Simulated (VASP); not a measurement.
Set up this calculation in VASP 6.6.1, as the native input.

| Item | Value |
| --- | --- |
| Task | single point |
| Functional | LDA |
| Potentials or basis | VASP PAW LDA potentials, release 64 (Li_sv, F) |
| Cutoff | 520 eV |
| k mesh | 20 × 20 × 20 |
| Occupations | fermi-dirac, width 0.1 eV |
| Spin | no spin polarisation |
| Dipole correction | no |
| Further INCAR settings | ALGO = Normal; EDIFF = 1e-06; NBANDS = 12 |

The structure of LiF lies in POSCAR:

```
LiF
1.0
    0.0000000000      1.9544663793      1.9544663793
    1.9544663793      0.0000000000      1.9544663793
    1.9544663793      1.9544663793      0.0000000000
Li F
1 1
Direct
    0.0000000000      0.0000000000      0.0000000000
    0.5000000000      0.5000000000      0.5000000000
```

One way to write it, as run:

INCAR

```
SYSTEM = LiF
PREC = Accurate
ENCUT = 520
EDIFF = 1E-6
ISMEAR = -1
SIGMA = 0.1
LREAL = .FALSE.
LASPH = .TRUE.
NELM = 60
ALGO = Normal
ISIF = 2
LWAVE = .FALSE.
LCHARG = .TRUE.
LELF = .TRUE.
LVHAR = .TRUE.
NBANDS = 12
```

KPOINTS

```
regular mesh
0
G
  20 20 20
  0 0 0
```

Potentials or basis: VASP PAW LDA potentials, release 64 (Li_sv, F).

Run with:

```sh
$ cat potpaw_LDA.64/Li_sv/POTCAR potpaw_LDA.64/F/POTCAR > POTCAR
$ mpirun -np 1 vasp_std > vasp.out
```

Results of the run:

```
Band gap on the k mesh : 9.69 eV
```

Wall time 50 s on 1 thread of Intel Xeon 8259CL, on a shared host, peak memory 0.15 GiB.
